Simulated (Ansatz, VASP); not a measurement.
NaCl in VASP and in Ansatz

```
Na Cl
1.0
     0.00000    2.83175    2.83175
     2.83175    0.00000    2.83175
     2.83175    2.83175    0.00000
Na Cl
1 1
Direct
  0.00000 0.00000 0.00000
  0.50000 0.50000 0.50000
```

Alike in both runs: task single point; functional LDA; k mesh 8 × 8 × 8; occupations fermi-dirac, width 0.03 eV; no spin polarisation.

|  | VASP | Ansatz |
| --- | --- | --- |
| version | VASP 6.6.1 | Ansatz 0.2.0 |
| potentials or method | VASP PAW LDA potentials, release 64 (Na_pv, Cl), cutoff 500 eV | all-electron LAPW, scalar-relativistic |

```csv
,VASP,Ansatz,Ansatz less VASP
gap on the k mesh at the Fermi level (eV),4.65,4.65,-0.004
pressure (GPa),-2.7,-2.7,+0.03
```

LDA's correlation is that of Perdew and Zunger in VASP and of Perdew and Wang (1992) in Ansatz. Ansatz ran all-electron here, and VASP with PAW potentials.
